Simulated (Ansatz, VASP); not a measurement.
**Ru: VASP beside Ansatz**

INCAR

```
SYSTEM = Ru
  PREC = Accurate
  ENCUT = 500
  EDIFF = 1E-7
  ISMEAR = 0
  SIGMA = 0.1
  LREAL = .FALSE.
  LASPH = .TRUE.
  NELM = 120
  ALGO = Normal
  ISIF = 3
  LWAVE = .FALSE.
  LCHARG = .FALSE.
  GGA = PE
  IBRION = 2
  NSW = 100
  EDIFFG = -0.05
  GGA_COMPAT = .FALSE.
  NELMIN = 4
```

File KPOINTS:

```
regular mesh
0
G
  9 9 6
  0 0 0
```

File POSCAR:

```
Ru
1.0
    2.6900000000      0.0000000000      0.0000000000
   -1.3450000000      2.3296083000      0.0000000000
    0.0000000000      0.0000000000      4.2500000000
Ru
2
Direct
    0.3333333000      0.6666667000      0.2500000000
    0.6666667000      0.3333333000      0.7500000000
```

Input for Ansatz:

```yaml
crystal:
  lattice:
    - [2.69, 0.0, 0.0]
    - [-1.345, 2.3296083, 0.0]
    - [0.0, 0.0, 4.25]
  atoms:
    - { symbol: Ru, position: [0.3333333, 0.6666667, 0.25] }
    - { symbol: Ru, position: [0.6666667, 0.3333333, 0.75] }
basis:
  ecutwfc: 420
kpoints:
  mp_grid: { grid: [9, 9, 6] }
hamiltonian:
  xc: pbe
  pseudopotentials: { kind: paw, azcp: { folder: soft_1 } }
scf:
  occupations: { method: gaussian, width: 0.1 }
output:
  forces: true
  stress: true
  eigenvalues: true
relax:
  adjacent_minimum: "off"
  f_tol: 0.05
  max_steps: 80
  cell: { stress_tol: 0.5 }
```

Alike in both runs: task relaxation of cell and atoms; functional PBE; k mesh 9 × 9 × 6; occupations gaussian, width 0.1 eV; no spin polarisation.

|  | VASP | Ansatz |
| --- | --- | --- |
| version | VASP 6.6.1 | Ansatz 0.2.0 |
| potentials or method | VASP PAW PBE potentials, release 64 (Ru_pv), cutoff 500 eV | scalar-relativistic, plane waves, PAW |
| valence electrons in the cell | 28 | 32 |

|  | VASP | Ansatz | Ansatz less VASP |
| --- | --- | --- | --- |
| gap on the k mesh at the Fermi level, each at its own relaxed structure (eV) | none | none | - |
| relaxed volume (Å³/atom) | 13.77 | 13.75 | -0.020 |
| relaxed cell length with the largest relative difference (Å) | 4.301 | 4.298 | -0.0031 |

A gap of «none» marks a metal or a gap that the smearing closes. VASP's potentials hold 28 valence electrons a cell and Ansatz's 32, so a difference there can come from the potentials and not from the codes.
